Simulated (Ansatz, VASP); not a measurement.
**HgH3 in VASP and in Ansatz**

```
Hg H
1.0
     3.70795    0.00000    0.00000
    -1.85398    3.21118    0.00000
     0.00000    0.00000    3.71086
Hg H
1 3
Cartesian
  0.0000 0.0000 0.0000
  0.0000 2.1408 0.0000
  1.8540 1.0704 0.0000
  0.0000 0.0000 1.8554
```

Alike in both runs: functional PBE; k mesh 12 × 12 × 12; occupations gaussian, width 0.1 eV; no spin polarisation.

Ansatz relaxed the structure, and its values are those at the end. VASP's run is a single point on that final structure, the one shown.

```csv
,VASP,Ansatz
version,VASP 6.6.1,Ansatz 0.2.0
potentials or method,"VASP PAW PBE potentials, release 64 (Hg_sv_GW, H), cutoff 550 eV","scalar-relativistic, plane waves, PAW"
valence electrons in the cell,23,23
```

```tsv
	VASP	Ansatz	Ansatz less VASP
gap on the k mesh at the Fermi level (eV)	none	none	-
pressure (GPa)	-0.2	0.0	+0.24
```

A gap of «none» marks a metal or a gap that the smearing closes. The functional is the same, so the differences come from potentials, cutoffs and numerics.

Spin-orbit coupling is off throughout.
